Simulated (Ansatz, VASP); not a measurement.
**One calculation of Mg6BiB, two programs**

INCAR

```
SYSTEM = Mg6BiB
ALGO = Fast ; EDIFF = 1E-7
ENCUT = 520 ; GGA = PE
ISIF = 2 ; ISMEAR = -1
LASPH = .TRUE. ; LCHARG = .FALSE.
LREAL = .FALSE. ; LWAVE = .FALSE.
NBANDS = 25 ; NELM = 100
PREC = Accurate ; SIGMA = 0.05
```

File KPOINTS:

```
k-points
0
G
  7 4 4
  0 0 0
```

The input POSCAR:

```
Mg6BiB
1.0
    3.9358628887      0.0000000000      0.0000000000
    0.0000000000      4.4487495079      5.1868867916
    0.0000000000     -4.4487495079      5.1868867916
Bi Mg B
1 6 1
Direct
    0.5000000000      0.3854670000      0.3854670000
    0.0000000000      0.1503870000      0.1503870000
    0.0000000000      0.6333230000      0.6333230000
    0.0000000000      0.7147320000      0.0494740000
    0.0000000000      0.0494740000      0.7147320000
    0.5000000000      0.8864940000      0.4049730000
    0.5000000000      0.4049730000      0.8864940000
    0.5000000000      0.7751590000      0.7751590000
```

input.yaml

```yaml
crystal:
  lattice:
    - [3.9358628887, 0.0, 0.0]
    - [0.0, 4.4487495079, 5.1868867916]
    - [0.0, -4.4487495079, 5.1868867916]
  atoms:
    - { symbol: Bi, position: [0.5, 0.385467, 0.385467] }
    - { symbol: Mg, position: [0.0, 0.150387, 0.150387] }
    - { symbol: Mg, position: [0.0, 0.633323, 0.633323] }
    - { symbol: Mg, position: [0.0, 0.714732, 0.049474] }
    - { symbol: Mg, position: [0.0, 0.049474, 0.714732] }
    - { symbol: Mg, position: [0.5, 0.886494, 0.404973] }
    - { symbol: Mg, position: [0.5, 0.404973, 0.886494] }
    - { symbol: B, position: [0.5, 0.775159, 0.775159] }
hamiltonian:
  xc: pbe
  pseudopotentials: { kind: paw }
kpoints:
  mp_grid: { grid: [7, 4, 4] }
scf:
  occupations: { method: fermi_dirac, width: 0.05 }
output:
  forces: true
  stress: true
  eigenvalues: true
  write_density: true
  write_potential: true
  elf: true
  volumetric_format: npy
```

Alike in both runs: task single point; functional PBE; k mesh 7 × 4 × 4; occupations fermi-dirac, width 0.05 eV; no spin polarisation.

|  | VASP | Ansatz |
| --- | --- | --- |
| version | VASP 6.6.1 | Ansatz 0.2.0 |
| potentials or method | VASP PAW PBE potentials, release 64 (Bi_d, Mg, B) | Ansatz PAW |
| plane-wave cutoff (eV) | 520 | 420 |
| valence electrons in the cell | 30 | 78 |

```tsv
	VASP	Ansatz	Ansatz less VASP
gap on the k mesh at the Fermi level (eV)	none	none	-
pressure (GPa)	-2.1	-1.9	+0.12
traceless stress, the component that is largest in VASP (GPa)	-0.35	-0.34	+0.009
rms of the force components (eV/Å)	0.038	0.038	+0.0002
```

Atom by atom the forces differ by 0.001 eV/Å (rms over components). A gap of «none» marks a metal or a gap that the smearing closes. With one functional, cell and mesh, what is left measures potentials, basis and numerics. VASP's potentials hold 30 valence electrons a cell and Ansatz's 78, so a difference there can come from the potentials and not from the codes.

Neither program's run includes spin-orbit coupling.
